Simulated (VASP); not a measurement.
**Bi: single point with PBE+D3(BJ)**

Crystal: Bi.

```
CELL_PARAMETERS angstrom
-1.76025 1.76025 2.55764
1.76025 -1.76025 2.55764
1.76025 1.76025 -2.55764
ATOMIC_POSITIONS crystal
Bi 0.00000 0.00000 0.00000
```

| Item | Value |
| --- | --- |
| Program | VASP 6.6.1 |
| Task | single point |
| Functional | PBE |
| Dispersion | D3(BJ) |
| Potentials or basis | VASP PAW PBE potentials, release 64 (Bi_d) |
| Cutoff | 520 eV |
| k mesh | 18 × 18 × 18 |
| Occupations | gaussian, width 0.15 eV |
| Spin | no spin polarisation |
| Dipole correction | no |
| Further INCAR settings | ALGO = Fast; EDIFF = 1e-06; NBANDS = 14 |

```
Pressure                   : -2.5 GPa
Band gap on the k mesh     : zero (an odd number of electrons rules out a gap without spin polarisation)
Dispersion energy per atom : -0.497 eV
```

Stress tensor (GPa, compression positive):
```
-2.57  0.00  0.00
 0.00 -2.57  0.00
 0.00  0.00 -2.25
```

Levels at points of the mesh, in eV from the Fermi level:
```tsv
k point	band 4	band 5	band 6	band 7	band 8	band 9	band 10	band 11
(0.00, 0.00, 0.00)	-23.07	-23.05	-13.51	4.79	4.79	4.79	8.60	9.05
(0.50, 0.00, 0.00)	-22.99	-22.98	-10.75	-5.21	3.05	3.45	7.18	8.60
(0.50, 0.50, 0.00)	-22.98	-22.96	-9.61	-4.36	0.13	0.32	3.92	5.11
(0.50, 0.50, 0.50)	-22.97	-22.97	-9.85	-4.54	0.53	0.53	4.17	5.37
```

Run time: 120 s on 1 thread of AMD EPYC 9R45 96-Core Processor (Zen 5), with other jobs on the host, peak memory 0.29 GiB.

Caveat: spin-orbit coupling is left out, which moves the levels of the heavy elements.
